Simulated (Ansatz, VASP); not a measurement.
Two plane-wave programs on NaF

```
Na F
1.0
     0.00000    2.20714    2.20714
     2.20714    0.00000    2.20714
     2.20714    2.20714    0.00000
Na F
1 1
Direct
  0.00000 0.00000 0.00000
  0.50000 0.50000 0.50000
```

Change from the starting cell: strain -0.050 along x and y, -0.050 along z, atoms carried along.

Alike in both runs: task single point; functional PBEsol; k mesh 8 × 8 × 8; occupations gaussian, width 0.05 eV; no spin polarisation.

|  | VASP | Ansatz |
| --- | --- | --- |
| version | VASP 6.6.1 | Ansatz 0.2.0 |
| potentials or method | VASP PAW PBE potentials, release 64 (Na_pv, F), cutoff 520 eV | scalar-relativistic, plane waves, PAW |
| valence electrons in the cell | 14 | 16 |

|  | VASP | Ansatz | Ansatz less VASP |
| --- | --- | --- | --- |
| gap on the k mesh at the Fermi level (eV) | 6.99 | 7.02 | +0.024 |
| least direct gap on the mesh (eV) | 6.99 | 7.02 | +0.024 |
| pressure (GPa) | 9.9 | 9.6 | -0.23 |

VASP's potentials were made for PBE, not for PBEsol. VASP's potentials hold 14 valence electrons a cell and Ansatz's 16, so a difference there can come from the potentials and not from the codes.
